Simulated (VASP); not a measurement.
A run of VASP 6.6.1 is set up as follows.

File POSCAR:

```
CaO
1.0
    0.0000000000      2.3974236343      2.3974236343
    2.3974236343      0.0000000000      2.3974236343
    2.3974236343      2.3974236343      0.0000000000
Ca O
1 1
Direct
    0.5000000000      0.5000000000      0.5000000000
    0.0000000000      0.0000000000      0.0000000000
```

The input INCAR.step1:

```
SYSTEM = CaO
ALGO = Normal
EDIFF = 1E-4
ENCUT = 520
GGA = PE
ISMEAR = -1
LASPH = .True.
LCHARG = .False.
LREAL = .False.
LWAVE = .True.
NBANDS = 15
NELM = 60
PREC = Accurate
SIGMA = 0.1
```

The input INCAR.step2:

```
SYSTEM = CaO
ALGO = Normal
EDIFF = 1E-6
ENCUT = 520
ISIF = 2
ISMEAR = -1
ISTART = 1
LASPH = .True.
LCHARG = .False.
LMIXTAU = .True.
LREAL = .False.
LWAVE = .False.
METAGGA = R2SCAN
NBANDS = 15
NELM = 60
PREC = Accurate
SIGMA = 0.1
```

Contents of KPOINTS:

```
k-points
0
Gamma
  8 8 8
  0 0 0
```

Potentials or basis: VASP PAW PBE potentials, release 64 (Ca_sv, O).

The run is started by

```bash
$ cat potpaw_PBE.64/Ca_sv/POTCAR potpaw_PBE.64/O/POTCAR > POTCAR
$ cp INCAR.step1 INCAR
$ mpirun -np 1 vasp_std > vasp.out
$ cp INCAR.step2 INCAR
$ mpirun -np 1 vasp_std > vasp.out
```

**Question.** What does it give for the band gap on the k mesh?

**Answer.** 4.19 eV, indirect (least direct gap 4.56 eV).

**Question.** What does it give for the pressure?

**Answer.** 1.1 GPa.

Caveat: the PAW data sets were made with another functional, which shifts forces and pressure a little. r2SCAN opens gaps a little over a GGA but as a rule still falls short of measured ones.
